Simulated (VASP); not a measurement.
Crystal: BiTe.

```
CELL_PARAMETERS angstrom
0.00000 3.25642 3.25642
3.25642 0.00000 3.25642
3.25642 3.25642 0.00000
ATOMIC_POSITIONS crystal
Bi 0.00000 0.00000 0.00000
Te 0.50000 0.50000 0.50000
```

This cell differs from its parent crystal: volume scaled by 1.02.

Base run:

* Program: VASP 6.6.1
* Functional: BLYP
* Potentials or basis: VASP PAW PBE potentials, release 64 (Bi_d, Te)
* Cutoff: 520 eV
* k mesh: 7 × 7 × 7
* Occupations: fermi-dirac, width 0.02 eV
* Spin: no spin polarisation

Its results: pressure 3.6 GPa.

Task: The run is repeated on the same cell with these changes: functional from BLYP to r2SCAN; occupations from fermi-dirac, width 0.02 eV to fermi-dirac, width 0.05 eV. What comes out?

Result: Pressure -0.9 GPa.

Caveats: the PAW data sets were made with another functional, which shifts forces and pressure a little.
